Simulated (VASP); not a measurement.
A run of VASP 6.6.1:

File INCAR:

```
  ALGO = Normal
  EDIFF = 1E-6
  ENCUT = 520
  GGA = CA
  ISIF = 2
  ISMEAR = -1
  LASPH = T
  LCHARG = F
  LREAL = F
  LWAVE = F
  NBANDS = 25
  NELM = 80
  PREC = Accurate
  SIGMA = 0.05
```

File KPOINTS:

```
k-points
0
Gamma
  7 7 7
```

POSCAR

```
CO2
1.0
   -1.9747270000      1.9747270000      3.0140580000
    1.9747270000     -1.9747270000      3.0140580000
    1.9747270000      1.9747270000     -3.0140580000
C O
2 4
Direct
    0.7500000000      0.2500000000      0.5000000000
    0.0000000000      0.0000000000      0.0000000000
    0.7097980000      0.1250000000      0.0847980000
    0.0402020000      0.6250000000      0.9152020000
    0.3750000000      0.2902020000      0.4152020000
    0.8750000000      0.9597980000      0.5847980000
```

Potentials or basis: VASP PAW LDA potentials, release 64 (C, O).

The run is started by

```console
$ cat potpaw_LDA.64/C/POTCAR potpaw_LDA.64/O/POTCAR > POTCAR
$ mpirun -np 1 vasp_std > vasp.out
```

Hardware: 1 thread of AMD EPYC 7R13 (shared host).

Estimate the wall time of this run.

Wall time 67 s on 1 thread of AMD EPYC 7R13, on a shared host, peak memory 0.13 GiB. Counts: scf iterations 13, k points 40.
